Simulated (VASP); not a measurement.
The system is HfO2.

```
CELL_PARAMETERS angstrom
5.15190 0.00000 0.00000
0.00000 5.22004 0.00000
-0.86435 0.00000 5.24840
ATOMIC_POSITIONS crystal
Hf 0.27550 0.46030 0.70800
Hf 0.72450 0.96030 0.79200
Hf 0.72450 0.53970 0.29200
Hf 0.27550 0.03970 0.20800
O 0.07420 0.16840 0.84670
O 0.92580 0.66840 0.65330
O 0.92580 0.83160 0.15330
O 0.07420 0.33160 0.34670
O 0.44870 0.74190 0.98010
O 0.55130 0.24190 0.51990
O 0.55130 0.25810 0.01990
O 0.44870 0.75810 0.48010
```

Base run:

| Quantity | Value |
| --- | --- |
| Program | VASP 6.6.1 |
| Functional | PBE |
| Dispersion | D4 |
| Potentials or basis | VASP PAW PBE potentials, release 64 (Hf_pv, O) |
| Cutoff | 520 eV |
| k mesh | 5 × 5 × 5 |
| Occupations | fermi-dirac, width 0.05 eV |
| Spin | no spin polarisation |

Its results: band gap on the k mesh 4.09 eV (least direct gap 4.16 eV); pressure -5.0 GPa; largest force 0.404 eV/Å.

**Question.** The run is repeated on the same cell with these changes: functional from PBE to RPBE; further incar settings from ALGO = Normal; EDIFF = 1e-06; NBANDS = 56 to ALGO = Normal; EDIFF = 1e-07; NBANDS = 56. What comes out?

**Answer.** Band gap on the k mesh 4.18 eV (least direct gap 4.25 eV); pressure -4.3 GPa; largest force 0.416 eV/Å.

Caveats: the cell stands under tension; spin-orbit coupling is left out, which moves the levels of the heavy elements; the PAW data sets were made with another functional, which shifts forces and pressure a little (at least some runs).

A k mesh can miss the band edges.
